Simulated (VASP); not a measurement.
# Na (P6_3/mmc) in VASP: notebook, part 2 of 2

VASP 6.6.1. The steps go on from the part before.

### 4 Single point, BLYP (34.40 Å³/atom)

This run uses another cell than the first one, of 34.40 Å³/atom.

INCAR

```
  PREC = Accurate
  ENCUT = 520
  EDIFF = 1E-6
  ISMEAR = -1
  SIGMA = 0.1
  LREAL = False
  LASPH = True
  NELM = 80
  ALGO = Normal
  ISIF = 2
  LWAVE = False
  LCHARG = False
  GGA = B5
  ALDAX = 1.0
  AGGAX = 1.0
  AGGAC = 1.0
  ALDAC = 0.0
  NBANDS = 22
```

KPOINTS

```
regular mesh
0
Gamma
  13 13 4
```

POSCAR

```
Na
1.0
    3.6591601430      0.0000000000      0.0000000000
   -1.8295800715      3.1689256404      0.0000000000
    0.0000000000      0.0000000000     11.8649605837
Na
4
Direct
    0.0000000000      1.0000000000      0.0000000000
    0.0000000000      1.0000000000      0.5000000000
    0.3333333333      0.6666666667      0.2500000000
    0.6666666667      0.3333333333      0.7500000000
```

Potentials or basis: VASP PAW PBE potentials, release 64 (Na_pv).

Run with:

```sh
cat potpaw_PBE.64/Na_pv/POTCAR > POTCAR
mpirun -np 1 vasp_std > vasp.out
```

OUTCAR:

```text
PREC = Accurate
   ENCUT = 520
   EDIFF = 1E-6
   ISMEAR = -1
   LREAL = False
   LASPH = True
   NELM = 80
   ISIF = 2
   GGA = B5

 ion  position               nearest neighbor table
   1  0.000  0.000  0.000-
   2  0.000  0.000  0.500-
   3  0.333  0.667  0.250-
   4  0.667  0.333  0.750-

  LATTYP: Found a hexagonal cell.
 ALAT       =     3.6591601430
 C/A-ratio  =     3.2425365712

  Lattice vectors:

 A1 = (   3.6591601430,   0.0000000000,   0.0000000000)
 A2 = (  -1.8295800715,   3.1689256404,   0.0000000000)
 A3 = (   0.0000000000,   0.0000000000,  11.8649605837)

Analysis of symmetry for initial positions (statically):
=====================================================================
 Subroutine PRICEL returns:
 Original cell was already a primitive cell.

 Routine SETGRP: Setting up the symmetry group for a
 hexagonal supercell.

 Subroutine GETGRP returns: Found 24 space group operations
 (whereof 12 operations were pure point group operations)
[... 162 lines left out ...]
 Free energy of the ion-electron system (eV)
  ---------------------------------------------------
  ext. energy  EPLUGINS =         0.00000000
  ---------------------------------------------------
  free energy    TOTEN  =        -3.74307091 eV

  energy without entropy =       -3.67681237  energy(sigma->0) =       -3.70994164

 E-fermi :   0.9834     XC(G=0):  -6.3300

 val. band max:        0.8962063456   @ k =   0.0769   0.0000   0.2500
 cond. band min:       0.9907140166   @ k =   0.3846   0.1538   0.0000
 fundamental gap:      0.0945076709
 Fermi energy:         0.9834001009

 k-point     1 :       0.0000    0.0000    0.0000
  band No.  band energies     occupation
      1     -24.3142      2.00000
      2     -24.2918      2.00000
      3     -24.2909      2.00000
      4     -24.2750      2.00000
      5     -24.2750      2.00000
      6     -24.2719      2.00000
[... 589 lines left out ...]
     21       8.6677      0.00000
     22       9.3476      0.00000

 [... further k-points ...]
[... 5 lines left out ...]
  --------------------------------------------------------------------------------------
  -------------------------------------------------------------------------------------
  Total        0.5846561      0.5846561      0.6278298      0.0000000      0.0000000      0.0000000
  in kB        6.8084981      6.8084981      7.3112692      0.0000000      0.0000000      0.0000000
  external PRESSURE =       6.9760885 kB  Pullay stress =       0.0000000 kB

 VOLUME and BASIS-vectors are now :
 -----------------------------------------------------------------------------
  energy-cutoff  :      520.00
  volume of cell :      137.58
      direct lattice vectors                 reciprocal lattice vectors
     3.659160143  0.000000000  0.000000000     0.273286755  0.157782181  0.000000000
    -1.829580071  3.168925640  0.000000000     0.000000000  0.315564363  0.000000000
     0.000000000  0.000000000 11.864960584     0.000000000  0.000000000  0.084281780

 POSITION                                       TOTAL-FORCE (eV/Angst)
 -----------------------------------------------------------------------------------
      0.00000      0.00000      0.00000         0.000000      0.000000     -0.000000
      0.00000      0.00000      5.93248        -0.000000      0.000000     -0.000000
     -0.00000      2.11262      2.96624         0.000000      0.000000      0.000000
      1.82958      1.05631      8.89872        -0.000000      0.000000      0.000000
 -----------------------------------------------------------------------------------
    total drift:                                0.000000     -0.000000      0.000000

  FREE ENERGIE OF THE ION-ELECTRON SYSTEM (eV)
  ---------------------------------------------------
  free  energy   TOTEN  =        -3.7430709095 eV

  energy  without entropy=       -3.6768123689  energy(sigma->0) =       -3.70994164
```

stdout:

```text
POSCAR found type information on POSCAR Na
 POSCAR found :  1 types and       4 ions
 scaLAPACK will be used
 -----------------------------------------------------------------------------
|                                                                             |
|                                                                             |
|     You enforced a specific xc type in the INCAR file but a different       |
|     I HOPE YOU KNOW WHAT YOU ARE DOING!                                     |
|                                                                             |
 -----------------------------------------------------------------------------

 LDA part: xc-table for (Slater(with rela. corr.)+VWN5), standard interpolation
 POSCAR, INCAR and KPOINTS ok, starting setup
 FFT: planning ... GRIDC
 FFT: planning ... GRID_SOFT
 FFT: planning ... GRID
 WAVECAR not read
 entering main loop
```

Run time: 2.1 min. Hardware: 1 thread of Oxide Virtual Turin-like, shared host; peak memory 0.28 GiB.

Results:

```yaml
Free_energy: -3.7431 eV
Pressure: 0.7 GPa
Band_gap_on_the_k_mesh: zero (bands 14 and 15 overlap by 4.03 eV)
```

Levels at points of the mesh, in eV from the Fermi level:
```csv
k point,band 11,band 12,band 13,band 14,band 15,band 16,band 17,band 18
"(0.00, 0.00, 0.00)",-25.25,-25.25,-3.46,-2.36,-2.36,0.64,0.99,5.83
"(0.00, 0.00, 0.50)",-25.25,-25.25,-3.19,-3.19,-1.02,-1.02,3.12,3.12
```

Caveat: the PAW data sets were made with another functional, which shifts forces and pressure a little.

### 5 Single point, BLYP (35.89 Å³/atom)

This run uses another cell than the first one, of 35.89 Å³/atom.

INCAR

```
SYSTEM = Na
AGGAC = 1.0
AGGAX = 1.0
ALDAC = 0.0
ALDAX = 1.0
ALGO = Normal
EDIFF = 1E-6
ENCUT = 520
GGA = B5
ISIF = 2
ISMEAR = -1
LASPH = .TRUE.
LCHARG = .TRUE.
LELF = .TRUE.
LREAL = .FALSE.
LVHAR = .TRUE.
LWAVE = .FALSE.
NBANDS = 22
NELM = 60
PREC = Accurate
SIGMA = 0.1
```

KPOINTS

```
k-points
0
G
  13 13 4
  0 0 0
```

POSCAR

```
Na
1.0
    3.7114409228      0.0000000000      0.0000000000
   -1.8557204614      3.2142021238      0.0000000000
    0.0000000000      0.0000000000     12.0344829240
Na
4
Direct
    0.0000000000      1.0000000000      0.0000000000
    0.0000000000      1.0000000000      0.5000000000
    0.3333333333      0.6666666667      0.2500000000
    0.6666666667      0.3333333333      0.7500000000
```

Potentials or basis: VASP PAW PBE potentials, release 64 (Na_pv).

Run with:

```sh
cat potpaw_PBE.64/Na_pv/POTCAR > POTCAR
mpirun -np 1 vasp_std > vasp.out
```

OUTCAR:

```text
SYSTEM = Na
   EDIFF = 1E-6
   ENCUT = 520
   GGA = B5
   ISIF = 2
   ISMEAR = -1
   LASPH = .TRUE.
   LREAL = .FALSE.
   NELM = 60
   PREC = Accurate

 ion  position               nearest neighbor table
   1  0.000  0.000  0.000-
   2  0.000  0.000  0.500-
   3  0.333  0.667  0.250-
   4  0.667  0.333  0.750-

  LATTYP: Found a hexagonal cell.
 ALAT       =     3.7114409228
 C/A-ratio  =     3.2425365712

  Lattice vectors:

 A1 = (   3.7114409228,   0.0000000000,   0.0000000000)
 A2 = (  -1.8557204614,   3.2142021238,   0.0000000000)
 A3 = (   0.0000000000,   0.0000000000,  12.0344829240)

Analysis of symmetry for initial positions (statically):
=====================================================================
 Subroutine PRICEL returns:
 Original cell was already a primitive cell.

 Routine SETGRP: Setting up the symmetry group for a
 hexagonal supercell.

 Subroutine GETGRP returns: Found 24 space group operations
 (whereof 12 operations were pure point group operations)
 out of a pool of 24 trial point group operations.

The static configuration has the point symmetry D_3d.
 The point group associated with its full space group is D_6h.

Analysis of symmetry for dynamics (positions and initial velocities):
=====================================================================
 Subroutine PRICEL returns:
 Original cell was already a primitive cell.

 Routine SETGRP: Setting up the symmetry group for a
 hexagonal supercell.

 Subroutine GETGRP returns: Found 24 space group operations
 (whereof 12 operations were pure point group operations)
 out of a pool of 24 trial point group operations.

The dynamic configuration has the point symmetry D_3d.
 The point group associated with its full space group is D_6h.

 Subroutine INISYM returns: Found 24 space group operations
 (whereof 12 operations are pure point group operations),
 and found     1 'primitive' translations

----------------------------------------------------------------------------------------

                                     Primitive cell

  volume of cell :     143.5632

  direct lattice vectors                    reciprocal lattice vectors
     3.711440923  0.000000000  0.000000000     0.269437133  0.155559601  0.000000000
    -1.855720461  3.214202124  0.000000000     0.000000000  0.311119202  0.000000000
     0.000000000  0.000000000 12.034482924     0.000000000  0.000000000  0.083094555

  length of vectors
     3.711440923  3.711440923 12.034482924     0.311119202  0.311119202  0.083094555

  position of ions in fractional coordinates (direct lattice)
     0.000000000  0.000000000  0.000000000
     0.000000000  0.000000000  0.500000000
     0.333333333  0.666666667  0.250000000
     0.666666667  0.333333333  0.750000000

  ion indices of the primitive-cell ions
   primitive index   ion index
                 1           1
                 2           2
                 3           3
                 4           4

----------------------------------------------------------------------------------------

 KPOINTS: k-points

Automatic generation of k-mesh.
 Grid dimensions read from file:
 generate k-points for:   13   13    4

 Generating k-lattice:

  Cartesian coordinates                     Fractional coordinates (reciprocal lattice)
     0.020725933  0.011966123  0.000000000     0.076923077  0.000000000  0.000000000
     0.000000000  0.023932246  0.000000000     0.000000000  0.076923077  0.000000000
     0.000000000  0.000000000  0.020773639     0.000000000  0.000000000  0.250000000

  Length of vectors
     0.023932246  0.023932246  0.020773639

  Shift w.r.t. Gamma in fractional coordinates (k-lattice)
     0.000000000  0.000000000  0.000000000

 Subroutine IBZKPT returns following result:
 ===========================================

 Found     63 irreducible k-points:

 Following reciprocal coordinates:
            Coordinates               Weight
  0.000000  0.000000  0.000000      1.000000
  0.076923 -0.000000  0.000000      6.000000
  0.153846 -0.000000  0.000000      6.000000
  0.230769 -0.000000  0.000000      6.000000
  0.307692 -0.000000  0.000000      6.000000
  0.384615 -0.000000  0.000000      6.000000
[... 16 lines left out ...]
  0.076923 -0.000000  0.250000     12.000000
  0.153846 -0.000000  0.250000     12.000000
 [... further k-points ...]
   k-points           NKPTS =     63   k-points in BZ     NKDIM =     63   number of bands    NBANDS=     22
   number of dos      NEDOS =    301   number of ions     NIONS =      4
   total plane-waves  NPLWV =  70560
   dimension x,y,z NGX =    28 NGY =   28 NGZ =   90
   dimension x,y,z NGXF=    56 NGYF=   56 NGZF=  180
   ions per type =               4
   NGX,Y,Z   is equivalent  to a cutoff of  12.54, 12.54, 12.43 a.u.
   NGXF,Y,Z  is equivalent  to a cutoff of  25.08, 25.08, 24.87 a.u.
 SYSTEM =  Na
   PREC   = accura    normal or accurate (medium, high low for compatibility)
   ISTART =      0    job   : 0-new  1-cont  2-samecut
   ICHARG =      2    charge: 1-file 2-atom 10-const
   ISPIN  =      1    spin polarized calculation?
   LNONCOLLINEAR =      F non collinear calculations
   LSORBIT =      F    spin-orbit coupling
   LASPH  =      T    aspherical Exc in radial PAW
   ENCUT  =  520.0 eV  38.22 Ry    6.18 a.u.   6.90  6.90 22.38*2*pi/ulx,y,z
   NELM   =     60;   NELMIN=  2; NELMDL= -5     # of ELM steps
   EDIFF  = 0.1E-05   stopping-criterion for ELM
   LREAL  =      F    real-space projection
[... 7 lines left out ...]
   TEBEG  =    0.0;   TEEND  =   0.0 temperature during run
   PSTRESS=    0.0 pullay stress
   NELECT =      28.0000    total number of electrons
   NUPDOWN=      -1.0000    fix difference up-down
   EMIN   =  10.00;   EMAX   =-10.00  energy-range for DOS
   EFERMI =   0.00;   METHOD = LEGACY
   ISMEAR =    -1;   SIGMA  =   0.10  broadening in eV -4-tet -1-fermi 0-gaus
   EFERMI_NEDOS =   21; number of points for ismear=-14 and -15
   IALGO  =     38    algorithm
   IMIX   =      4    mixing-type and parameters
     AMIX     =   0.40;   BMIX     =  1.00
     AMIX_MAG =   1.60;   BMIX_MAG =  1.00
  volume/ion in A,a.u.               =      35.89       242.20
  Fermi-wavevector in a.u.,A,eV,Ry     =   0.949394  1.794094 12.263595  0.901349
  Thomas-Fermi vector in A             =   2.077673
   LORBIT       =      0    0 simple, 1 ext, 2 COOP (PROOUT), +10 PAW based schemes
   GGA     = B5    functional components
   LHFCALC =     F    Hartree Fock is set to
   AEXX    =    0.0000 exact exchange contribution
   IVDW    =     0    specifies the selected vdW correction
   LEPSILON=     F    determine dielectric tensor
   LRPA    =     F    only Hartree local field effects (RPA)
 non-spin polarized calculation
  energy-cutoff  :      520.00
  volume of cell :      143.56
 maximum number of plane-waves:      3892
 NGX is ok and might be reduce to    28
   NGX = 13   NGY = 13   NGZ = 45

 number of electron      27.9999991 magnetization

 Free energy of the ion-electron system (eV)
  ---------------------------------------------------
  ext. energy  EPLUGINS =         0.00000000
  ---------------------------------------------------
  free energy    TOTEN  =        -3.76264303 eV

  energy without entropy =       -3.69514043  energy(sigma->0) =       -3.72889173

 E-fermi :   0.8505     XC(G=0):  -6.2135

 val. band max:        0.7661759282   @ k =   0.0769  -0.0000   0.2500
 cond. band min:       0.8578905424   @ k =   0.3846   0.1538   0.0000
 fundamental gap:      0.0917146142
 Fermi energy:         0.8504676200

 k-point     1 :       0.0000    0.0000    0.0000
  band No.  band energies     occupation
      1     -24.4648      2.00000
      2     -24.4457      2.00000
      3     -24.4447      2.00000
      4     -24.4313      2.00000
      5     -24.4313      2.00000
      6     -24.4286      2.00000
[... 14 lines left out ...]
     21      10.9754      0.00000
     22      11.1154      0.00000

 k-point     2 :       0.0769   -0.0000    0.0000
  band No.  band energies     occupation
      1     -24.4641      2.00000
      2     -24.4459      2.00000
      3     -24.4450      2.00000
      4     -24.4329      2.00000
      5     -24.4318      2.00000
      6     -24.4298      2.00000
[... 14 lines left out ...]
     21      10.1693      0.00000
     22      10.2139      0.00000
[... 523 lines left out ...]
     21       9.8632      0.00000
     22      10.2560      0.00000

 k-point    24 :       0.1538   -0.0000    0.2500
  band No.  band energies     occupation
      1     -24.4608      2.00000
      2     -24.4524      2.00000
      3     -24.4409      2.00000
      4     -24.4367      2.00000
      5     -24.4347      2.00000
      6     -24.4330      2.00000
[... 14 lines left out ...]
     21       8.3486      0.00000
     22       9.0161      0.00000

 [... further k-points ...]
[... 5 lines left out ...]
  --------------------------------------------------------------------------------------
  -------------------------------------------------------------------------------------
  Total        0.2659430      0.2659430      0.3078016      0.0000000     -0.0000000      0.0000000
  in kB        2.9679463      2.9679463      3.4350915      0.0000000     -0.0000000      0.0000000
  external PRESSURE =       3.1236614 kB  Pullay stress =       0.0000000 kB

 VOLUME and BASIS-vectors are now :
 -----------------------------------------------------------------------------
  energy-cutoff  :      520.00
  volume of cell :      143.56
      direct lattice vectors                 reciprocal lattice vectors
     3.711440923  0.000000000  0.000000000     0.269437133  0.155559601  0.000000000
    -1.855720461  3.214202124  0.000000000     0.000000000  0.311119202  0.000000000
     0.000000000  0.000000000 12.034482924     0.000000000  0.000000000  0.083094555

 POSITION                                       TOTAL-FORCE (eV/Angst)
 -----------------------------------------------------------------------------------
      0.00000      0.00000      0.00000         0.000000     -0.000000     -0.000000
      0.00000      0.00000      6.01724         0.000000     -0.000000     -0.000000
     -0.00000      2.14280      3.00862        -0.000000      0.000000      0.000000
      1.85572      1.07140      9.02586         0.000000     -0.000000      0.000000
 -----------------------------------------------------------------------------------
    total drift:                                0.000000     -0.000000      0.000000

  FREE ENERGIE OF THE ION-ELECTRON SYSTEM (eV)
  ---------------------------------------------------
  free  energy   TOTEN  =        -3.7626430312 eV

  energy  without entropy=       -3.6951404259  energy(sigma->0) =       -3.72889173
```

OSZICAR:

```text
N       E                     dE             d eps       ncg     rms          rms(c)
DAV:   1     0.235385334272E+03    0.23539E+03   -0.15046E+04  2924   0.124E+03
DAV:   2     0.870018342503E+01   -0.22669E+03   -0.22271E+03  2826   0.356E+02
DAV:   3    -0.353639735391E+01   -0.12237E+02   -0.12077E+02  3436   0.105E+02
DAV:   4    -0.375810215514E+01   -0.22170E+00   -0.22151E+00  3078   0.139E+01
DAV:   5    -0.376335056875E+01   -0.52484E-02   -0.52483E-02  3380   0.234E+00    0.318E-01
DAV:   6    -0.376159339567E+01    0.17572E-02   -0.46194E-03  3602   0.763E-01    0.201E-01
DAV:   7    -0.376213486138E+01   -0.54147E-03   -0.67746E-03  3078   0.697E-01    0.563E-02
DAV:   8    -0.376257922675E+01   -0.44437E-03   -0.11798E-03  3210   0.345E-01    0.116E-02
DAV:   9    -0.376262532790E+01   -0.46101E-04   -0.84606E-05  3108   0.940E-02    0.720E-03
DAV:  10    -0.376264241858E+01   -0.17091E-04   -0.58083E-05  3042   0.387E-02    0.107E-03
DAV:  11    -0.376264303118E+01   -0.61260E-06   -0.20246E-06  2756   0.755E-03
   1 F= -.37626430E+01 E0= -.37288917E+01  d E =-.675026E-01
```

stdout:

```text
POSCAR found type information on POSCAR Na
 POSCAR found :  1 types and       4 ions
 scaLAPACK will be used
 -----------------------------------------------------------------------------
|                                                                             |
|                                                                             |
|     You enforced a specific xc type in the INCAR file but a different       |
|     I HOPE YOU KNOW WHAT YOU ARE DOING!                                     |
|                                                                             |
 -----------------------------------------------------------------------------

 LDA part: xc-table for (Slater(with rela. corr.)+VWN5), standard interpolation
 POSCAR, INCAR and KPOINTS ok, starting setup
 FFT: planning ... GRIDC
 FFT: planning ... GRID_SOFT
 FFT: planning ... GRID
 WAVECAR not read
 entering main loop
```

Wall time 2.9 min (1 thread of Oxide Virtual Turin-like, shared host); peak memory 0.28 GiB.

What came out:

```yaml
Free_energy: -3.7626 eV
Pressure: 0.3 GPa
Band_gap_on_the_k_mesh: zero (bands 14 and 15 overlap by 3.94 eV)
```

Levels at points of the mesh, in eV from the Fermi level:
| k point | band 11 | band 12 | band 13 | band 14 | band 15 | band 16 | band 17 | band 18 |
| --- | --- | --- | --- | --- | --- | --- | --- | --- |
| (0.00, 0.00, 0.00) | -25.28 | -25.28 | -3.37 | -2.30 | -2.30 | 0.64 | 0.94 | 5.69 |
| (0.00, 0.00, 0.50) | -25.28 | -25.28 | -3.10 | -3.10 | -1.00 | -1.00 | 3.03 | 3.03 |

Caveat: the PAW data sets were made with another functional, which shifts forces and pressure a little.

### 6 Overview

| cell | k mesh | gap on the mesh (eV) | pressure (GPa) |
| --- | --- | --- | --- |
| a = 3.762, b = 3.762, c = 12.199 Å, angles 90.0, 90.0, 120.0°, 4 atoms | 10 × 10 × 3 | none | 0.0 |
| a = 3.605, b = 3.605, c = 11.690 Å, angles 90.0, 90.0, 120.0°, 4 atoms | 13 × 13 × 4 | none | 1.2 |
| a = 3.659, b = 3.659, c = 11.865 Å, angles 90.0, 90.0, 120.0°, 4 atoms | 13 × 13 × 4 | none | 0.7 |
| a = 3.711, b = 3.711, c = 12.034 Å, angles 90.0, 90.0, 120.0°, 4 atoms | 13 × 13 × 4 | none | 0.3 |

Alike in all rows: task single point; level BLYP; potentials or basis VASP PAW PBE potentials, release 64 (Na_pv); no spin polarisation; cutoff (eV) 520; smearing fermi-dirac 0.1 eV.

Caveats: the PAW data sets were made with another functional, which shifts forces and pressure a little.

Total energies depend on the potentials used, so only differences within one code and one set of settings carry meaning.

The gap in the log of VASP goes by the Fermi energy; the results here count the filled bands.